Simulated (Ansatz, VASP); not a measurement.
## One calculation of Co, two programs

```
Co
1.0
     3.41072    0.00000    0.00000
     0.00000    3.41072    0.00000
     0.00000    0.00000    3.41072
Co
3
Direct
  0.50000 0.00000 0.00000
  0.00000 0.50000 0.00000
  0.00000 0.00000 0.50000
```

Alike in both runs: functional PBE; k mesh 14 × 14 × 14; occupations gaussian, width 0.1 eV; collinear spin.

Ansatz relaxed the structure, and its values are those at the end. VASP's run is a single point on that final structure, the one shown.

```csv
,VASP,Ansatz
version,VASP 6.6.1,Ansatz 0.2.0
potentials or method,"VASP PAW PBE potentials, release 64 (Co), cutoff 520 eV","scalar-relativistic, plane waves, PAW"
valence electrons in the cell,27,51
```

|  | VASP | Ansatz | Ansatz less VASP |
| --- | --- | --- | --- |
| gap on the k mesh at the Fermi level (eV) | none | none | - |
| pressure (GPa) | -0.6 | 0.0 | +0.58 |
| net moment per atom (μB) | 1.85 | 1.86 | +0.009 |
| size of the moment on the site where the two differ most (μB) | 1.87 | 1.91 | +0.042 |

Site moments also hang on the region over which each program counts them. A gap of «none» marks a metal or a gap that the smearing closes. VASP's potentials hold 27 valence electrons a cell and Ansatz's 51, so a difference there can come from the potentials and not from the codes.
